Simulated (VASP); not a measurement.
# ZnMo3 (P6_3/mmc) in VASP: single point with PBE

Aim: the single point of ZnMo3 with PBE.

All numbers are computed with VASP 6.6.1; they aren't measurements. Logs are shortened: lines on timing, memory, paths and dates and some standing lists are left out, and cuts for length are marked.

## (1) The cell of the first run

It takes space group P6_3/mmc (No. 194, hexagonal). Conventional cell: a = 5.566 Å, b = 5.566 Å, c = 4.592 Å, α = 90.00°, β = 90.00°, γ = 120.00°. Within 3.7 Å of Zn (site symmetry -6m2) lie 12 Mo at 2.78 to 2.84 Å. Within 3.5 Å of Mo (site symmetry mm2) lie 8 Mo at 2.67 to 2.90 Å and 4 Zn at 2.78 to 2.84 Å.

## (2) Single point, PBE

INCAR

```
ALGO = Fast ; EDIFF = 1E-6
ENCUT = 520 ; GGA = PE
ISIF = 2 ; ISMEAR = 0
LASPH = True ; LCHARG = False
LREAL = False ; LWAVE = False
NBANDS = 64 ; NELM = 100
PREC = Accurate ; SIGMA = 0.1
```

KPOINTS

```
k-points
0
Gamma
  12 12 8
```

POSCAR

```
ZnMo3
1.0
    5.5655885675      0.0000000000      0.0000000000
   -2.7827942838      4.8199410865      0.0000000000
    0.0000000000      0.0000000000      4.5923699068
Zn Mo
2 6
Direct
    0.3333333333      0.6666666667      0.2500000000
    0.6666666667      0.3333333333      0.7500000000
    0.8401921655      0.6803843311      0.2500000000
    0.1598078345      0.8401921655      0.7500000000
    0.3196156689      0.1598078345      0.2500000000
    0.1598078345      0.3196156689      0.7500000000
    0.8401921655      0.1598078345      0.2500000000
    0.6803843311      0.8401921655      0.7500000000
```

Potentials or basis: VASP PAW PBE potentials, release 64 (Zn, Mo_sv).

Run with:

```bash
> cat potpaw_PBE.64/Zn/POTCAR potpaw_PBE.64/Mo_sv/POTCAR > POTCAR
> mpirun -np 1 vasp_std > vasp.out
```

OUTCAR:

```text
EDIFF = 1E-6
   ENCUT = 520
   GGA = PE
   ISIF = 2
   ISMEAR = 0
   LASPH = True
   LREAL = False
   NELM = 100
   PREC = Accurate

 ion  position               nearest neighbor table
   1  0.333  0.667  0.250-   3 2.78   3 2.78   7 2.78   7 2.78   5 2.78   5 2.78   4 2.84   4 2.84
                             8 2.84   8 2.84   6 2.84   6 2.84
   2  0.667  0.333  0.750-   6 2.78   6 2.78   4 2.78   4 2.78   8 2.78   8 2.78   7 2.84   7 2.84
                             5 2.84   5 2.84   3 2.84   3 2.84
   3  0.840  0.680  0.250-   5 2.67   7 2.67   8 2.77   8 2.77   4 2.77   4 2.77   1 2.78   1 2.78
                             2 2.84   2 2.84   5 2.90   7 2.90
   4  0.160  0.840  0.750-   8 2.67   6 2.67   3 2.77   3 2.77   5 2.77   5 2.77   2 2.78   2 2.78
                             1 2.84   1 2.84   8 2.90   6 2.90
   5  0.320  0.160  0.250-   7 2.67   3 2.67   6 2.77   6 2.77   4 2.77   4 2.77   1 2.78   1 2.78
                             2 2.84   2 2.84   7 2.90   3 2.90
   6  0.160  0.320  0.750-   8 2.67   4 2.67   5 2.77   5 2.77   7 2.77   7 2.77   2 2.78   2 2.78
                             1 2.84   1 2.84   8 2.90   4 2.90
   7  0.840  0.160  0.250-   5 2.67   3 2.67   6 2.77   6 2.77   8 2.77   8 2.77   1 2.78   1 2.78
                             2 2.84   2 2.84   5 2.90   3 2.90
   8  0.680  0.840  0.750-   4 2.67   6 2.67   3 2.77   3 2.77   7 2.77   7 2.77   2 2.78   2 2.78
                             1 2.84   1 2.84   4 2.90   6 2.90

  LATTYP: Found a hexagonal cell.
 ALAT       =     5.5655885675
 C/A-ratio  =     0.8251364346

  Lattice vectors:

 A1 = (   5.5655885675,   0.0000000000,   0.0000000000)
 A2 = (  -2.7827942838,   4.8199410865,   0.0000000000)
 A3 = (   0.0000000000,   0.0000000000,   4.5923699068)

Analysis of symmetry for initial positions (statically):
=====================================================================
 Subroutine PRICEL returns:
 Original cell was already a primitive cell.

 Routine SETGRP: Setting up the symmetry group for a
 hexagonal supercell.

 Subroutine GETGRP returns: Found 24 space group operations
 (whereof 12 operations were pure point group operations)
 out of a pool of 24 trial point group operations.

The static configuration has the point symmetry D_3d.
 The point group associated with its full space group is D_6h.

Analysis of symmetry for dynamics (positions and initial velocities):
=====================================================================
 Subroutine PRICEL returns:
 Original cell was already a primitive cell.

 Routine SETGRP: Setting up the symmetry group for a
 hexagonal supercell.

 Subroutine GETGRP returns: Found 24 space group operations
 (whereof 12 operations were pure point group operations)
 out of a pool of 24 trial point group operations.

The dynamic configuration has the point symmetry D_3d.
 The point group associated with its full space group is D_6h.

 Subroutine INISYM returns: Found 24 space group operations
 (whereof 12 operations are pure point group operations),
 and found     1 'primitive' translations

----------------------------------------------------------------------------------------

                                     Primitive cell

  volume of cell :     123.1940

  direct lattice vectors                    reciprocal lattice vectors
     5.565588567  0.000000000  0.000000000     0.179675516  0.103735708  0.000000000
    -2.782794284  4.819941087  0.000000000     0.000000000  0.207471416  0.000000000
     0.000000000  0.000000000  4.592369907     0.000000000  0.000000000  0.217752494

  length of vectors
     5.565588567  5.565588568  4.592369907     0.207471416  0.207471416  0.217752494

  position of ions in fractional coordinates (direct lattice)
     0.333333333  0.666666667  0.250000000
     0.666666667  0.333333333  0.750000000
     0.840192165  0.680384331  0.250000000
     0.159807835  0.840192165  0.750000000
     0.319615669  0.159807835  0.250000000
     0.159807835  0.319615669  0.750000000
     0.840192165  0.159807835  0.250000000
     0.680384331  0.840192165  0.750000000

  ion indices of the primitive-cell ions
   primitive index   ion index
                 1           1
                 2           2
                 3           3
                 4           4
                 5           5
                 6           6
                 7           7
                 8           8

----------------------------------------------------------------------------------------

 KPOINTS: k-points

Automatic generation of k-mesh.
 Grid dimensions read from file:
 generate k-points for:   12   12    8

 Generating k-lattice:

  Cartesian coordinates                     Fractional coordinates (reciprocal lattice)
     0.014972960  0.008644642  0.000000000     0.083333333  0.000000000  0.000000000
     0.000000000  0.017289285  0.000000000     0.000000000  0.083333333  0.000000000
     0.000000000  0.000000000  0.027219062     0.000000000  0.000000000  0.125000000

  Length of vectors
     0.017289285  0.017289285  0.027219062

  Shift w.r.t. Gamma in fractional coordinates (k-lattice)
     0.000000000  0.000000000  0.000000000

 Subroutine IBZKPT returns following result:
 ===========================================

 Found     95 irreducible k-points:

 Following reciprocal coordinates:
            Coordinates               Weight
  0.000000  0.000000  0.000000      1.000000
  0.083333 -0.000000  0.000000      6.000000
  0.166667  0.000000  0.000000      6.000000
  0.250000  0.000000  0.000000      6.000000
  0.333333 -0.000000  0.000000      6.000000
  0.416667 -0.000000  0.000000      6.000000
[... 16 lines left out ...]
  0.250000  0.000000  0.125000     12.000000
  0.333333 -0.000000  0.125000     12.000000
 [... further k-points ...]
   k-points           NKPTS =     95   k-points in BZ     NKDIM =     95   number of bands    NBANDS=     64
   number of dos      NEDOS =    301   number of ions     NIONS =      8
   total plane-waves  NPLWV =  63504
   dimension x,y,z NGX =    42 NGY =   42 NGZ =   36
   dimension x,y,z NGXF=    84 NGYF=   84 NGZF=   72
   ions per type =               2   6
   NGX,Y,Z   is equivalent  to a cutoff of  12.55, 12.55, 13.03 a.u.
   NGXF,Y,Z  is equivalent  to a cutoff of  25.09, 25.09, 26.06 a.u.
 SYSTEM =  unknown system
   PREC   = accura    normal or accurate (medium, high low for compatibility)
   ISTART =      0    job   : 0-new  1-cont  2-samecut
   ICHARG =      2    charge: 1-file 2-atom 10-const
   ISPIN  =      1    spin polarized calculation?
   LNONCOLLINEAR =      F non collinear calculations
   LSORBIT =      F    spin-orbit coupling
   LASPH  =      T    aspherical Exc in radial PAW
   ENCUT  =  520.0 eV  38.22 Ry    6.18 a.u.  10.35 10.35  8.54*2*pi/ulx,y,z
   NELM   =    100;   NELMIN=  2; NELMDL= -5     # of ELM steps
   EDIFF  = 0.1E-05   stopping-criterion for ELM
   LREAL  =      F    real-space projection
   EDIFFG = 0.1E-04   stopping-criterion for IOM
   NSW    =      0    number of steps for IOM
   IBRION =     -1    ionic relax: 0-MD 1-quasi-New 2-CG
   NFREE  =      0    steps in history (QN), initial steepest desc. (CG)
   ISIF   =      2    stress and relaxation
   ISYM   =      2    0-nonsym 1-usesym 2-fastsym
   POTIM  = 0.5000    time-step for ionic-motion
   TEBEG  =    0.0;   TEEND  =   0.0 temperature during run
   PSTRESS=    0.0 pullay stress
   NELECT =     108.0000    total number of electrons
   NUPDOWN=      -1.0000    fix difference up-down
   EMIN   =  10.00;   EMAX   =-10.00  energy-range for DOS
   EFERMI =   0.00;   METHOD = LEGACY
   ISMEAR =     0;   SIGMA  =   0.10  broadening in eV -4-tet -1-fermi 0-gaus
   EFERMI_NEDOS =   21; number of points for ismear=-14 and -15
   IALGO  =     68    algorithm
   IMIX   =      4    mixing-type and parameters
     AMIX     =   0.40;   BMIX     =  1.00
     AMIX_MAG =   1.60;   BMIX_MAG =  1.00
  volume/ion in A,a.u.               =      15.40       103.92
  Fermi-wavevector in a.u.,A,eV,Ry     =   1.566821  2.960863 33.401345  2.454930
  Thomas-Fermi vector in A             =   2.669093
   LORBIT       =      0    0 simple, 1 ext, 2 COOP (PROOUT), +10 PAW based schemes
   GGA     = PE    functional components
   LHFCALC =     F    Hartree Fock is set to
   AEXX    =    0.0000 exact exchange contribution
   IVDW    =     0    specifies the selected vdW correction
   LEPSILON=     F    determine dielectric tensor
   LRPA    =     F    only Hartree local field effects (RPA)
 non-spin polarized calculation
 RMM-DIIS sequential band-by-band and
 Gauss-broadening in eV      SIGMA  =   0.10
  energy-cutoff  :      520.00
  volume of cell :      123.19
 maximum number of plane-waves:      3338
 NGX is ok and might be reduce to    42
   NGX = 21   NGY = 21   NGZ = 17

 number of electron     107.9999991 magnetization

 Free energy of the ion-electron system (eV)
  ---------------------------------------------------
  ext. energy  EPLUGINS =         0.00000000
  ---------------------------------------------------
  free energy    TOTEN  =       -66.54682446 eV

  energy without entropy =      -66.51883306  energy(sigma->0) =      -66.53282876

 E-fermi :   9.9267     XC(G=0): -12.9886

 val. band max:        9.9187691328   @ k =   0.3333   0.1667   0.1250
 cond. band min:       9.9283318849   @ k =   0.0833   0.0833   0.2500
 fundamental gap:      0.0095627521
 Fermi energy:         9.9266723481

 k-point     1 :       0.0000    0.0000    0.0000
  band No.  band energies     occupation
      1     -50.8488      2.00000
      2     -50.6519      2.00000
      3     -50.6470      2.00000
      4     -50.6470      2.00000
      5     -50.5512      2.00000
      6     -50.5512      2.00000
[... 56 lines left out ...]
     63      12.3773      0.00000
     64      12.9044      0.00000

 k-point     2 :       0.0833   -0.0000    0.0000
  band No.  band energies     occupation
      1     -50.8468      2.00000
      2     -50.6508      2.00000
      3     -50.6486      2.00000
      4     -50.6470      2.00000
      5     -50.5526      2.00000
      6     -50.5511      2.00000
[... 1530 lines left out ...]
     63      12.3843      0.00000
     64      12.5338      0.00000

 [... further k-points ...]

------------------------ aborting loop because EDIFF is reached ----------------------------------------

  FORCE on cell =-STRESS in cart. coord.  units (eV):
  Direction    XX          YY          ZZ          XY          YZ          ZX
  --------------------------------------------------------------------------------------
  -------------------------------------------------------------------------------------
  Total        0.4487982      0.4487982      0.4382498     -0.0000000     -0.0000000      0.0000000
  in kB        5.8367622      5.8367622      5.6995767     -0.0000000     -0.0000000      0.0000000
  external PRESSURE =       5.7910337 kB  Pullay stress =       0.0000000 kB

 VOLUME and BASIS-vectors are now :
 -----------------------------------------------------------------------------
  energy-cutoff  :      520.00
  volume of cell :      123.19
      direct lattice vectors                 reciprocal lattice vectors
     5.565588567  0.000000000  0.000000000     0.179675516  0.103735708  0.000000000
    -2.782794284  4.819941087  0.000000000     0.000000000  0.207471416  0.000000000
     0.000000000  0.000000000  4.592369907     0.000000000  0.000000000  0.217752494

 POSITION                                       TOTAL-FORCE (eV/Angst)
 -----------------------------------------------------------------------------------
     -0.00000      3.21329      1.14809         0.000000     -0.000000     -0.000000
      2.78279      1.60665      3.44428         0.000000     -0.000000     -0.000000
      2.78279      3.27941      1.14809         0.000000     -0.009812      0.000000
     -1.44866      4.04968      3.44428         0.008497     -0.004906     -0.000000
      1.33414      0.77026      1.14809         0.008497      0.004906     -0.000000
      0.00000      1.54053      3.44428        -0.000000      0.009812     -0.000000
      4.23145      0.77026      1.14809        -0.008497      0.004906      0.000000
      1.44866      4.04968      3.44428        -0.008497     -0.004906     -0.000000
 -----------------------------------------------------------------------------------
    total drift:                               -0.000001      0.000001     -0.000000

  FREE ENERGIE OF THE ION-ELECTRON SYSTEM (eV)
  ---------------------------------------------------
  free  energy   TOTEN  =       -66.5468244588 eV

  energy  without entropy=      -66.5188330646  energy(sigma->0) =      -66.53282876
```

Wall time 17 min (1 thread of Intel Xeon 8259CL, shared host); peak memory 0.63 GiB.

Results:

| Quantity | Value |
| --- | --- |
| Free energy | -66.5468 eV |
| Pressure | 0.6 GPa |
| Largest force | 0.010 eV/Å |
| Band gap on the k mesh | zero (bands 54 and 55 overlap by 1.26 eV) |

Forces on the atoms (eV/Å):
```
Zn   0.000  0.000  0.000
Zn   0.000  0.000  0.000
Mo   0.000 -0.010  0.000
Mo   0.008 -0.005  0.000
Mo   0.008  0.005  0.000
Mo   0.000  0.010  0.000
Mo  -0.008  0.005  0.000
Mo  -0.008 -0.005  0.000
```
